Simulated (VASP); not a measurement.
Li2O3, 10 atoms in the cell. The structure is cubic, space group Pn-3m (No. 224). Conventional cell: a = 4.383 Å, b = 4.383 Å, c = 4.383 Å, α = 90.00°, β = 90.00°, γ = 90.00°. Li (site symmetry -3m) has 6 O at 1.90 Å within 2.5 Å. Within 2.5 Å of O (site symmetry -42m) lie 4 Li at 1.90 Å and 4 O at 2.19 Å. 

| Property | Result |
| --- | --- |
| Program | VASP 6.6.1 |
| Task | single point |
| Functional | PBE |
| Potentials or basis | VASP PAW PBE potentials, release 64 (Li_sv, O) |
| Cutoff | 520 eV |
| k mesh | 8 × 8 × 8 |
| Occupations | fermi-dirac, width 0.0612256 eV |
| Spin | no spin polarisation |
| Dipole correction | no |
| Further INCAR settings | ALGO = Normal; EDIFF = 1e-07; NBANDS = 35 |

Potentials or basis: VASP PAW PBE potentials, release 64 (Li_sv, O).

Launch:

```bash
$ cat potpaw_PBE.64/Li_sv/POTCAR potpaw_PBE.64/O/POTCAR > POTCAR
$ mpirun -np 1 vasp_std > vasp.out
```

Hardware: 1 thread of Intel(R) Xeon(R) 6975P-C (Granite Rapids), with other jobs on the host.

**Question.** Estimate the wall time of this run.

**Answer.** Run time: 40 s on 1 thread of Intel(R) Xeon(R) 6975P-C (Granite Rapids), on a shared host, peak memory 0.22 GiB. Counts: scf iterations 14, k points 35.
